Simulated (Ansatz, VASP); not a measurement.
Given: the input of a run of Ansatz 0.2.0 on CuO.

Contents of input.yaml:

```yaml
crystal:
  lattice:
    - [3.3525118693, 0.0, 0.0]
    - [-1.6762559295, 2.9033604405, 0.0]
    - [0.0, 0.0, 5.4906403963]
  atoms:
    - { symbol: Cu, position: [0.6666666667, 0.3333333333, 0.0] }
    - { symbol: Cu, position: [0.3333333333, 0.6666666667, 0.5] }
    - { symbol: O, position: [0.6666666667, 0.3333333333, 0.6252] }
    - { symbol: O, position: [0.3333333333, 0.6666666667, 0.1252] }
hamiltonian:
  xc: pbe
  pseudopotentials: { kind: nc }
kpoints:
  mp_grid: { grid: [9, 9, 5] }
scf:
  occupations: { method: fermi_dirac, width: 0.05 }
output:
  forces: true
  stress: true
  eigenvalues: true
```

Potentials or basis: Ansatz NC.

Command:

```bash
$ ansatz run input.yaml --threads 2 --pin off --max-ram 5632MiB --backend cpu --events-out ev --progress --plain --runs-dir out
```

**Question.** Set up the same calculation for VASP 6.6.1. Potentials there: VASP PAW PBE potentials, release 64 (Cu, O).

**Answer.** As run (the cutoff follows the program's own potentials):

Contents of INCAR:

```
SYSTEM = CuO
PREC = Accurate
ENCUT = 520
EDIFF = 1E-6
ISMEAR = -1
SIGMA = 0.05
LREAL = .False.
LASPH = .True.
NELM = 60
ALGO = Normal
ISIF = 2
LWAVE = .False.
LCHARG = .False.
GGA = PE
NBANDS = 25
```

KPOINTS

```
regular mesh
0
Gamma
  9 9 5
  0 0 0
```

POSCAR

```
CuO
1.0
    3.3525118693      0.0000000000      0.0000000000
   -1.6762559295      2.9033604405      0.0000000000
    0.0000000000      0.0000000000      5.4906403963
Cu O
2 2
Direct
    0.6666666667      0.3333333333      0.0000000000
    0.3333333333      0.6666666667      0.5000000000
    0.6666666667      0.3333333333      0.6252000000
    0.3333333333      0.6666666667      0.1252000000
```

Potentials or basis: VASP PAW PBE potentials, release 64 (Cu, O).

Run with:

```bash
$ cat potpaw_PBE.64/Cu/POTCAR potpaw_PBE.64/O/POTCAR > POTCAR
$ mpirun -np 1 vasp_std > vasp.out
```

Both were run:

|  | VASP | Ansatz | Ansatz less VASP |
| --- | --- | --- | --- |
| gap on the k mesh at the Fermi level (eV) | none | none | - |
| pressure (GPa) | -13.4 | -13.7 | -0.35 |
| traceless stress, the component that is largest in VASP (GPa) | 0.63 | 0.61 | -0.011 |
| rms of the force components (eV/Å) | 0.030 | 0.031 | +0.0010 |

Atom by atom the forces differ by 0.001 eV/Å (rms over components). A gap of «none» marks a metal or a gap that the smearing closes. VASP's potentials hold 34 valence electrons a cell and Ansatz's 50, so a difference there can come from the potentials and not from the codes.
